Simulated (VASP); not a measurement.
Input of a VASP 6.6.1 run:

File INCAR:

```
SYSTEM = Cu12N
  ALGO = Normal
  DIPOL = 0.5 0.5 0.321
  EDIFF = 1E-6
  ENCUT = 520
  GGA = PE
  IDIPOL = 3
  ISIF = 2
  ISMEAR = 0
  LASPH = .True.
  LCHARG = .False.
  LDIPOL = .True.
  LREAL = .False.
  LWAVE = .False.
  NBANDS = 80
  NELM = 100
  PREC = Accurate
  SIGMA = 0.1
```

File KPOINTS:

```
k-points
0
Gamma
  6 6 1
  0 0 0
```

Contents of POSCAR:

```
Cu12N
1.0
    5.1332392722      0.0000000000      0.0000000000
   -2.5666196361      4.4455156134      0.0000000000
    0.0000000000      0.0000000000     19.6236283438
Cu N
12 1
Direct
    0.3333333333      0.1666666667      0.2038359028
    0.3333333333      0.6666666667      0.2038359028
    0.8333333333      0.1666666667      0.2038359028
    0.8333333333      0.6666666667      0.2038359028
    0.1666666667      0.3333333333      0.3089002490
    0.1666666667      0.8333333333      0.3089002490
    0.6666666667      0.3333333333      0.3089002490
    0.6666666667      0.8333333333      0.3089002490
    0.0000000000      0.0000000000      0.4139717794
    0.0000000000      0.5000000000      0.4139717794
    0.5000000000      0.0000000000      0.4139717794
    0.5000000000      0.5000000000      0.4139717794
    0.1666666667      0.3333333333      0.4685746665
```

Potentials or basis: VASP PAW PBE potentials, release 64 (Cu, N).

Command:

```sh
$ cat potpaw_PBE.64/Cu/POTCAR potpaw_PBE.64/N/POTCAR > POTCAR
$ mpirun -np 1 vasp_std > vasp.out
```

(1) What does it give for the largest force?

(2) Predict the band gap on the k mesh.

Answers

(1) 0.802 eV/Å.

(2) zero (an odd number of electrons rules out a gap without spin polarisation).
